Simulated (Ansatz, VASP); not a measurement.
Two plane-wave programs on CdSe

INCAR

```
SYSTEM = CdSe
ALGO = Normal
EDIFF = 1E-6
ENCUT = 500
GGA = PE
GGA_COMPAT = .False.
ISIF = 2
ISMEAR = 0
LASPH = .True.
LCHARG = .True.
LELF = .True.
LREAL = .False.
LVHAR = .True.
LWAVE = .False.
NBANDS = 26
NELM = 120
PREC = Accurate
SIGMA = 0.02
```

Contents of KPOINTS:

```
k-points
0
Gamma
  9 9 4
  0 0 0
```

The input POSCAR:

```
CdSe
1.0
    4.3165995905      0.0000000000      0.0000000000
   -2.1582997953      3.7382849033      0.0000000000
    0.0000000000      0.0000000000      7.0429972037
Cd Se
2 2
Direct
    0.3333333333      0.6666666667      0.0006060404
    0.6666666667      0.3333333333      0.5006060404
    0.3333333333      0.6666666667      0.3763939596
    0.6666666667      0.3333333333      0.8763939596
```

Input for Ansatz:

```yaml
crystal:
  lattice:
    - [4.3165995905, 0.0, 0.0]
    - [-2.1582997953, 3.7382849033, 0.0]
    - [0.0, 0.0, 7.0429972037]
  atoms:
    - { symbol: Cd, position: [0.3333333333, 0.6666666667, 0.0006060404] }
    - { symbol: Cd, position: [0.6666666667, 0.3333333333, 0.5006060404] }
    - { symbol: Se, position: [0.3333333333, 0.6666666667, 0.3763939596] }
    - { symbol: Se, position: [0.6666666667, 0.3333333333, 0.8763939596] }
basis:
  ecutwfc: 420
kpoints:
  mp_grid: { grid: [9, 9, 4] }
  band_path:
    path:
      - [[0.0, 0.0, 0.0], [0.5, 0.0, 0.0], [0.33333333, 0.33333333, 0.0], [0.0, 0.0, 0.0], [0.0, 0.0, 0.5], [0.5, 0.0, 0.5], [0.33333333, 0.33333333, 0.5], [0.0, 0.0, 0.5]]
      - [[0.5, 0.0, 0.5], [0.5, 0.0, 0.0]]
      - [[0.33333333, 0.33333333, 0.5], [0.33333333, 0.33333333, 0.0]]
    npoints: 10
hamiltonian:
  xc: pbe
  pseudopotentials: { kind: paw, azcp: { folder: soft_1 } }
scf:
  occupations: { method: gaussian, width: 0.02 }
  n_extra_bands: 8
output:
  forces: true
  stress: true
  eigenvalues: true
```

Alike in both runs: task single point; functional PBE; k mesh 9 × 9 × 4; occupations gaussian, width 0.02 eV; no spin polarisation.

|  | VASP | Ansatz |
| --- | --- | --- |
| version | VASP 6.6.1 | Ansatz 0.2.0 |
| potentials or method | VASP PAW PBE potentials, release 64 (Cd, Se), cutoff 500 eV | scalar-relativistic, plane waves, PAW |
| valence electrons in the cell | 36 | 72 |

|  | VASP | Ansatz | Ansatz less VASP |
| --- | --- | --- | --- |
| gap on the k mesh at the Fermi level (eV) | 0.64 | 0.64 | 0.000 |
| least direct gap on the mesh (eV) | 0.64 | 0.64 | 0.000 |
| pressure (GPa) | 2.6 | 2.3 | -0.29 |

VASP's potentials hold 36 valence electrons a cell and Ansatz's 72, so a difference there can come from the potentials and not from the codes.
